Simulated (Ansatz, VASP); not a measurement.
**B in VASP and in Ansatz**

Contents of INCAR:

```
SYSTEM = B
PREC = Accurate
ENCUT = 520
EDIFF = 1E-6
ISMEAR = -1
SIGMA = 0.1
LREAL = .False.
LASPH = .True.
NELM = 80
ALGO = Normal
ISIF = 2
LWAVE = .False.
LCHARG = .True.
GGA = PS
LELF = .True.
LVHAR = .True.
NBANDS = 8
```

KPOINTS

```
Automatic mesh
0
Gamma
  21 21 21
  0 0 0
```

POSCAR

```
B
1.0
    0.0000000000      1.4829253056      1.4829253056
    1.4829253056      0.0000000000      1.4829253056
    1.4829253056      1.4829253056      0.0000000000
B
1
Direct
    0.0000000000      0.0000000000      0.0000000000
```

Input for Ansatz:

```yaml
crystal:
  lattice:
    - [0.0, 1.4829253056, 1.4829253056]
    - [1.4829253056, 0.0, 1.4829253056]
    - [1.4829253056, 1.4829253056, 0.0]
  atoms:
    - { symbol: B, position: [0.0, 0.0, 0.0] }
hamiltonian:
  xc: pbesol
  pseudopotentials:
    kind: paw
    azcp:
      B: "pseudopotentials/B.paw.azcp"
basis:
  ecutwfc: 420
  fft_grid_basis: typed
kpoints:
  mp_grid: { grid: [21, 21, 21], shift: [0, 0, 0] }
magnetization:
  spin_polarized: false
scf:
  occupations: { method: fermi_dirac, width: 0.1 }
  lower_state_search: "off"
output:
  stress: true
```

Alike in both runs: task single point; functional PBEsol; k mesh 21 × 21 × 21; occupations fermi-dirac, width 0.1 eV; no spin polarisation.

|  | VASP | Ansatz |
| --- | --- | --- |
| version | VASP 6.6.1 | Ansatz 0.2.0 |
| potentials or method | VASP PAW PBE potentials, release 64 (B), cutoff 520 eV | plane waves (420 eV) with PAW, scalar-relativistic |
| valence electrons in the cell | 3 | 3 |

VASP gave:

| Property | Result |
| --- | --- |
| pressure (GPa) | -25.3 |

Q: What did Ansatz give for the same quantities?

A: Pressure (GPa): -25.5.

VASP's potentials were made for PBE, not for PBEsol, and Ansatz warns of the same on its side.
